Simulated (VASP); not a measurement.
Write the native input for VASP 6.6.1 that does the following.

```yaml
Task: single point
Functional: r2SCAN
Potentials_or_basis: VASP PAW PBE potentials, release 64 (In_d, P)
Cutoff: 520 eV
k_mesh: 14 × 14 × 14
Occupations: fermi-dirac, width 0.05 eV
Spin: no spin polarisation
Dipole_correction: no
Further_INCAR_settings: ALGO = Normal; EDIFF = 1e-07; NBANDS = 16
```

The system is InP (rocksalt type).

```
In P
1.0
     0.00000    2.69166    2.69166
     2.69166    0.00000    2.69166
     2.69166    2.69166    0.00000
In P
1 1
Direct
  0.00000 0.00000 0.00000
  0.50000 0.50000 0.50000
```

These files were run (other wordings do the same):

POSCAR

```
InP
1.0
    0.0000000000      2.6916646147      2.6916646147
    2.6916646147      0.0000000000      2.6916646147
    2.6916646147      2.6916646147      0.0000000000
In P
1 1
Direct
    0.0000000000      0.0000000000      0.0000000000
    0.5000000000      0.5000000000      0.5000000000
```

INCAR.step1

```
SYSTEM = InP
PREC = Accurate
ENCUT = 520
ISMEAR = -1
SIGMA = 0.05
LREAL = .False.
LASPH = .True.
NELM = 100
NBANDS = 16
GGA = PE
ALGO = Normal
EDIFF = 1E-4
LWAVE = .True.
LCHARG = .False.
```

INCAR.step2

```
SYSTEM = InP
PREC = Accurate
ENCUT = 520
EDIFF = 1E-7
ISMEAR = -1
SIGMA = 0.05
LREAL = .False.
LASPH = .True.
NELM = 100
ALGO = Normal
ISIF = 2
LWAVE = .False.
LCHARG = .False.
METAGGA = R2SCAN
LMIXTAU = .True.
NBANDS = 16
ISTART = 1
```

KPOINTS

```
regular mesh
0
Gamma
  14 14 14
  0 0 0
```

Potentials or basis: VASP PAW PBE potentials, release 64 (In_d, P).

Command:

```bash
$ cat potpaw_PBE.64/In_d/POTCAR potpaw_PBE.64/P/POTCAR > POTCAR
$ cp INCAR.step1 INCAR
$ mpirun -np 1 vasp_std > vasp.out
$ cp INCAR.step2 INCAR
$ mpirun -np 1 vasp_std > vasp.out
```

Results of the run:

* Pressure: 6.1 GPa
* Band gap on the k mesh: zero (bands 9 and 10 overlap by 2.56 eV)

Caveat: the cell stands under pressure; the PAW data sets were made with another functional, which shifts forces and pressure a little; spin-orbit coupling is left out, which moves the levels of the heavy elements.

It took 6.5 min on 1 thread of Intel Xeon 8259CL, with other jobs on the host, peak memory 0.21 GiB.
